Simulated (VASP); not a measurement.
# PbS (I4/mmm) in VASP: a series of runs

PbS is run at these levels: PBEsol; tasks: single point.

All numbers are computed with VASP 6.6.1; they aren't measurements. Logs are shortened: lines on timing, memory, paths and dates and some standing lists are left out, and cuts for length are marked.

**1. The cell of the first run**

It takes space group I4/mmm (No. 139, tetragonal). Conventional cell: a = 4.403 Å, b = 4.403 Å, c = 5.633 Å, α = 90.00°, β = 90.00°, γ = 90.00°. Within 3.7 Å of Pb (site symmetry 4/mmm) lie 6 S at 2.82 to 3.11 Å. S (site symmetry 4/mmm) has 6 Pb at 2.82 to 3.11 Å within 3.7 Å.

**2. Single point, PBEsol (strain +0.050 along x and y, -0.050 along z)**

Input file INCAR:

```
SYSTEM = PbS
PREC = Accurate
ENCUT = 520
EDIFF = 1E-6
ISMEAR = 0
SIGMA = 0.03
LREAL = .False.
LASPH = .True.
NELM = 60
ALGO = Normal
ISIF = 2
LWAVE = .False.
LCHARG = .False.
GGA = PS
NBANDS = 17
```

Input file KPOINTS:

```
Automatic mesh
0
Gamma
  10 10 10
  0 0 0
```

Input file POSCAR:

```
PbS
1.0
    0.0000000000      3.1132500000      2.8167500000
    3.1132500000      0.0000000000      2.8167500000
    3.1132500000      3.1132500000      0.0000000000
Pb S
1 1
Direct
    0.0000000000      0.0000000000      0.0000000000
    0.5000000000      0.5000000000      0.5000000000
```

Potentials or basis: VASP PAW PBE potentials, release 64 (Pb_d, S).

Run with:

```sh
$ cat potpaw_PBE.64/Pb_d/POTCAR potpaw_PBE.64/S/POTCAR > POTCAR
$ mpirun -np 1 vasp_std > vasp.out
```

OUTCAR:

```text
SYSTEM = PbS
   PREC = Accurate
   ENCUT = 520
   EDIFF = 1E-6
   ISMEAR = 0
   LREAL = .False.
   LASPH = .True.
   NELM = 60
   ISIF = 2
   GGA = PS

 ion  position               nearest neighbor table
   1  0.000  0.000  0.000-   2 2.82   2 2.82   2 3.11   2 3.11   2 3.11   2 3.11
   2  0.500  0.500  0.500-   1 2.82   1 2.82   1 3.11   1 3.11   1 3.11   1 3.11

  LATTYP: Found a body centered tetragonal cell.
 ALAT       =     4.4028003731
 C/A-ratio  =     1.2795265564

  Lattice vectors:

 A1 = (   0.0000000000,  -3.1132500000,  -2.8167500000)
 A2 = (   0.0000000000,   3.1132500000,  -2.8167500000)
 A3 = (   3.1132500000,   0.0000000000,   2.8167500000)

Analysis of symmetry for initial positions (statically):
=====================================================================
 Subroutine PRICEL returns:
 Original cell was already a primitive cell.

 Routine SETGRP: Setting up the symmetry group for a
 body centered tetragonal supercell.

 Subroutine GETGRP returns: Found 16 space group operations
 (whereof 16 operations were pure point group operations)
 out of a pool of 16 trial point group operations.

The static configuration has the point symmetry D_4h.

Analysis of symmetry for dynamics (positions and initial velocities):
=====================================================================
 Subroutine PRICEL returns:
 Original cell was already a primitive cell.

 Routine SETGRP: Setting up the symmetry group for a
 body centered tetragonal supercell.

 Subroutine GETGRP returns: Found 16 space group operations
 (whereof 16 operations were pure point group operations)
 out of a pool of 16 trial point group operations.

The dynamic configuration has the point symmetry D_4h.

 Subroutine INISYM returns: Found 16 space group operations
 (whereof 16 operations are pure point group operations),
 and found     1 'primitive' translations

----------------------------------------------------------------------------------------

                                     Primitive cell

  volume of cell :      54.6017

  direct lattice vectors                    reciprocal lattice vectors
     0.000000000  3.113250000  2.816750000    -0.160603871  0.160603871  0.177509541
     3.113250000  0.000000000  2.816750000     0.160603871 -0.160603871  0.177509541
     3.113250000  3.113250000  0.000000000     0.160603871  0.160603871 -0.177509541

  length of vectors
     4.198381370  4.198381370  4.402800373     0.288265231  0.288265231  0.288265231

  position of ions in fractional coordinates (direct lattice)
     0.000000000  0.000000000  0.000000000
     0.500000000  0.500000000  0.500000000

  ion indices of the primitive-cell ions
   primitive index   ion index
                 1           1
                 2           2

----------------------------------------------------------------------------------------

 KPOINTS: Automatic mesh

Automatic generation of k-mesh.
 Grid dimensions read from file:
 generate k-points for:   10   10   10

 Generating k-lattice:

  Cartesian coordinates                     Fractional coordinates (reciprocal lattice)
    -0.016060387  0.016060387  0.017750954     0.100000000  0.000000000  0.000000000
     0.016060387 -0.016060387  0.017750954     0.000000000  0.100000000  0.000000000
     0.016060387  0.016060387 -0.017750954    -0.000000000 -0.000000000  0.100000000

  Length of vectors
     0.028826523  0.028826523  0.028826523

  Shift w.r.t. Gamma in fractional coordinates (k-lattice)
     0.000000000  0.000000000  0.000000000

 Subroutine IBZKPT returns following result:
 ===========================================

 Found    102 irreducible k-points:

 Following reciprocal coordinates:
            Coordinates               Weight
  0.000000  0.000000  0.000000      1.000000
  0.100000 -0.000000  0.000000      8.000000
  0.200000 -0.000000  0.000000      8.000000
  0.300000 -0.000000  0.000000      8.000000
  0.400000  0.000000  0.000000      8.000000
  0.500000 -0.000000  0.000000      4.000000
[... 16 lines left out ...]
  0.300000  0.300000  0.000000      2.000000
  0.400000  0.300000  0.000000      8.000000
 [... further k-points ...]
   k-points           NKPTS =    102   k-points in BZ     NKDIM =    102   number of bands    NBANDS=     17
   number of dos      NEDOS =    301   number of ions     NIONS =      2
   total plane-waves  NPLWV =  36864
   dimension x,y,z NGX =    32 NGY =   32 NGZ =   36
   dimension x,y,z NGXF=    64 NGYF=   64 NGZF=   72
   ions per type =               1   1
   NGX,Y,Z   is equivalent  to a cutoff of  12.67, 12.67, 13.59 a.u.
   NGXF,Y,Z  is equivalent  to a cutoff of  25.34, 25.34, 27.19 a.u.
 SYSTEM =  PbS
   PREC   = accura    normal or accurate (medium, high low for compatibility)
   ISTART =      0    job   : 0-new  1-cont  2-samecut
   ICHARG =      2    charge: 1-file 2-atom 10-const
   ISPIN  =      1    spin polarized calculation?
   LNONCOLLINEAR =      F non collinear calculations
   LSORBIT =      F    spin-orbit coupling
   LASPH  =      T    aspherical Exc in radial PAW
   ENCUT  =  520.0 eV  38.22 Ry    6.18 a.u.   7.81  7.81  8.19*2*pi/ulx,y,z
   NELM   =     60;   NELMIN=  2; NELMDL= -5     # of ELM steps
   EDIFF  = 0.1E-05   stopping-criterion for ELM
   LREAL  =      F    real-space projection
   EDIFFG = 0.1E-04   stopping-criterion for IOM
   NSW    =      0    number of steps for IOM
   IBRION =     -1    ionic relax: 0-MD 1-quasi-New 2-CG
   NFREE  =      0    steps in history (QN), initial steepest desc. (CG)
   ISIF   =      2    stress and relaxation
   ISYM   =      2    0-nonsym 1-usesym 2-fastsym
   POTIM  = 0.5000    time-step for ionic-motion
   TEBEG  =    0.0;   TEEND  =   0.0 temperature during run
   PSTRESS=    0.0 pullay stress
   NELECT =      20.0000    total number of electrons
   NUPDOWN=      -1.0000    fix difference up-down
   EMIN   =  10.00;   EMAX   =-10.00  energy-range for DOS
   EFERMI =   0.00;   METHOD = LEGACY
   ISMEAR =     0;   SIGMA  =   0.03  broadening in eV -4-tet -1-fermi 0-gaus
   EFERMI_NEDOS =   21; number of points for ismear=-14 and -15
   IALGO  =     38    algorithm
   IMIX   =      4    mixing-type and parameters
     AMIX     =   0.40;   BMIX     =  1.00
     AMIX_MAG =   1.60;   BMIX_MAG =  1.00
  volume/ion in A,a.u.               =      27.30       184.24
  Fermi-wavevector in a.u.,A,eV,Ry     =   1.171339  2.213510 18.667681  1.372036
  Thomas-Fermi vector in A             =   2.307785
   LORBIT       =      0    0 simple, 1 ext, 2 COOP (PROOUT), +10 PAW based schemes
   GGA     = PS    functional components
   LHFCALC =     F    Hartree Fock is set to
   AEXX    =    0.0000 exact exchange contribution
   IVDW    =     0    specifies the selected vdW correction
   LEPSILON=     F    determine dielectric tensor
   LRPA    =     F    only Hartree local field effects (RPA)
 non-spin polarized calculation
 Gauss-broadening in eV      SIGMA  =   0.03
  energy-cutoff  :      520.00
  volume of cell :       54.60
 maximum number of plane-waves:      1492
   NGX = 15   NGY = 15   NGZ = 17

 number of electron      20.0000004 magnetization

 Free energy of the ion-electron system (eV)
  ---------------------------------------------------
  ext. energy  EPLUGINS =         0.00000000
  ---------------------------------------------------
  free energy    TOTEN  =        -9.29525299 eV

  energy without entropy =       -9.29525271  energy(sigma->0) =       -9.29525285

 E-fermi :   5.3537     XC(G=0):  -9.6602

 val. band max:        5.2790898918   @ k =   0.5000  -0.0000   0.0000
 cond. band min:       5.4283991352   @ k =   0.5000  -0.0000   0.0000
 fundamental gap:      0.1493092434
 Fermi energy:         5.3537443704

 k-point     1 :       0.0000    0.0000    0.0000
  band No.  band energies     occupation
      1     -11.5824      2.00000
      2     -11.5814      2.00000
      3     -11.5508      2.00000
      4     -11.5507      2.00000
      5     -11.5399      2.00000
      6      -8.1320      2.00000
[... 9 lines left out ...]
     16      12.3039      0.00000
     17      12.8969      0.00000

 k-point     2 :       0.1000   -0.0000    0.0000
  band No.  band energies     occupation
      1     -11.5826      2.00000
      2     -11.5808      2.00000
      3     -11.5490      2.00000
      4     -11.5475      2.00000
      5     -11.5408      2.00000
      6      -8.0523      2.00000
[... 9 lines left out ...]
     16      12.3367      0.00000
     17      13.6121      0.00000

 k-point     3 :       0.2000   -0.0000    0.0000
  band No.  band energies     occupation
      1     -11.5850      2.00000
      2     -11.5799      2.00000
      3     -11.5483      2.00000
      4     -11.5389      2.00000
      5     -11.5373      2.00000
      6      -7.8239      2.00000
[... 9 lines left out ...]
     16      12.7911      0.00000
     17      15.0533      0.00000

 k-point     4 :       0.3000   -0.0000    0.0000
  band No.  band energies     occupation
      1     -11.5898      2.00000
      2     -11.5802      2.00000
      3     -11.5520      2.00000
      4     -11.5312      2.00000
      5     -11.5228      2.00000
      6      -7.4868      2.00000
[... 9 lines left out ...]
     16      13.6017      0.00000
     17      16.4554      0.00000

 k-point     5 :       0.4000    0.0000    0.0000
  band No.  band energies     occupation
      1     -11.5942      2.00000
      2     -11.5814      2.00000
      3     -11.5551      2.00000
      4     -11.5241      2.00000
      5     -11.5104      2.00000
      6      -7.1418      2.00000
[... 9 lines left out ...]
     16      14.7698      0.00000
     17      16.2169      0.00000

 k-point     6 :       0.5000   -0.0000    0.0000
  band No.  band energies     occupation
      1     -11.5960      2.00000
      2     -11.5821      2.00000
      3     -11.5561      2.00000
      4     -11.5214      2.00000
      5     -11.5056      2.00000
      6      -6.9813      2.00000
[... 9 lines left out ...]
     16      15.6277      0.00000
     17      15.7648      0.00000

 k-point     7 :       0.1000    0.1000    0.0000
  band No.  band energies     occupation
      1     -11.5841      2.00000
      2     -11.5792      2.00000
      3     -11.5453      2.00000
      4     -11.5453      2.00000
      5     -11.5388      2.00000
      6      -8.0103      2.00000
[... 9 lines left out ...]
     16      12.6066      0.00000
     17      13.0606      0.00000

 k-point     8 :       0.2000    0.1000    0.0000
  band No.  band energies     occupation
      1     -11.5858      2.00000
      2     -11.5783      2.00000
      3     -11.5443      2.00000
      4     -11.5372      2.00000
      5     -11.5363      2.00000
      6      -7.8125      2.00000
[... 9 lines left out ...]
     16      13.3127      0.00000
     17      14.1374      0.00000
[... 203 lines left out ...]
      1     -11.6065      2.00000
      2     -11.5846      2.00000
      3     -11.5774      2.00000
      4     -11.5151      2.00000
      5     -11.5024      2.00000
      6      -6.7688      2.00000
[... 9 lines left out ...]
     16      15.7412      0.00000
     17      16.4575      0.00000

 k-point    20 :      -0.4000    0.2000    0.0000
  band No.  band energies     occupation
      1     -11.6084      2.00000
      2     -11.5810      2.00000
      3     -11.5770      2.00000
      4     -11.5199      2.00000
      5     -11.5067      2.00000
      6      -6.8063      2.00000
[... 9 lines left out ...]
     16      14.4494      0.00000
     17      16.9986      0.00000

 k-point    21 :      -0.3000    0.2000    0.0000
  band No.  band energies     occupation
      1     -11.5999      2.00000
      2     -11.5834      2.00000
      3     -11.5692      2.00000
      4     -11.5288      2.00000
      5     -11.5174      2.00000
      6      -7.0753      2.00000
[... 9 lines left out ...]
     16      14.3322      0.00000
     17      16.2779      0.00000

 k-point    22 :      -0.2000    0.2000    0.0000
  band No.  band energies     occupation
      1     -11.5856      2.00000
      2     -11.5854      2.00000
      3     -11.5628      2.00000
      4     -11.5378      2.00000
      5     -11.5286      2.00000
      6      -7.4076      2.00000
[... 9 lines left out ...]
     16      15.0817      0.00000
     17      15.8107      0.00000

 k-point    23 :       0.3000    0.3000    0.0000
  band No.  band energies     occupation
      1     -11.6027      2.00000
      2     -11.5998      2.00000
      3     -11.5606      2.00000
      4     -11.5115      2.00000
      5     -11.5115      2.00000
      6      -7.0800      2.00000
[... 9 lines left out ...]
     16      14.7239      0.00000
     17      16.4222      0.00000

 k-point    24 :       0.4000    0.3000    0.0000
  band No.  band energies     occupation
      1     -11.6304      2.00000
      2     -11.6015      2.00000
      3     -11.5592      2.00000
      4     -11.5043      2.00000
      5     -11.5021      2.00000
      6      -6.7756      2.00000
[... 9 lines left out ...]
     16      15.4709      0.00000
     17      16.9340      0.00000

 [... further k-points ...]
[... 5 lines left out ...]
  --------------------------------------------------------------------------------------
  -------------------------------------------------------------------------------------
  Total       -1.9637863     -1.9637863      2.1852644      0.0000000      0.0000000     -0.0000000
  in kB      -57.6233524    -57.6233524     64.1221815      0.0000000      0.0000000     -0.0000000
  external PRESSURE =     -17.0415077 kB  Pullay stress =       0.0000000 kB

 VOLUME and BASIS-vectors are now :
 -----------------------------------------------------------------------------
  energy-cutoff  :      520.00
  volume of cell :       54.60
      direct lattice vectors                 reciprocal lattice vectors
     0.000000000  3.113250000  2.816750000    -0.160603871  0.160603871  0.177509541
     3.113250000  0.000000000  2.816750000     0.160603871 -0.160603871  0.177509541
     3.113250000  3.113250000  0.000000000     0.160603871  0.160603871 -0.177509541

 POSITION                                       TOTAL-FORCE (eV/Angst)
 -----------------------------------------------------------------------------------
      0.00000      0.00000      0.00000        -0.000000     -0.000000      0.000000
      3.11325      3.11325      2.81675         0.000000      0.000000      0.000000
 -----------------------------------------------------------------------------------
    total drift:                                0.000000     -0.000000     -0.000000

  FREE ENERGIE OF THE ION-ELECTRON SYSTEM (eV)
  ---------------------------------------------------
  free  energy   TOTEN  =        -9.2952529889 eV

  energy  without entropy=       -9.2952527121  energy(sigma->0) =       -9.29525285
```

It took 65 s on 1 thread of AMD EPYC 7R13 (Zen 3), shared host; peak memory 0.21 GiB.

Results:

| Property | Result |
| --- | --- |
| Free energy | -9.2953 eV |
| Pressure | -1.7 GPa |
| Band gap on the k mesh | 0.15 eV |

Stress tensor (GPa, compression positive):
```
-5.76  0.00  0.00
 0.00 -5.76  0.00
 0.00  0.00  6.41
```

Caveat: the cell differs from its parent crystal (strain +0.050 along x and y, -0.050 along z); the PAW data sets were made with another functional, which shifts forces and pressure a little; spin-orbit coupling is left out, which moves the levels of the heavy elements. A k mesh can miss the band edges.

[end of part 1 of 2]
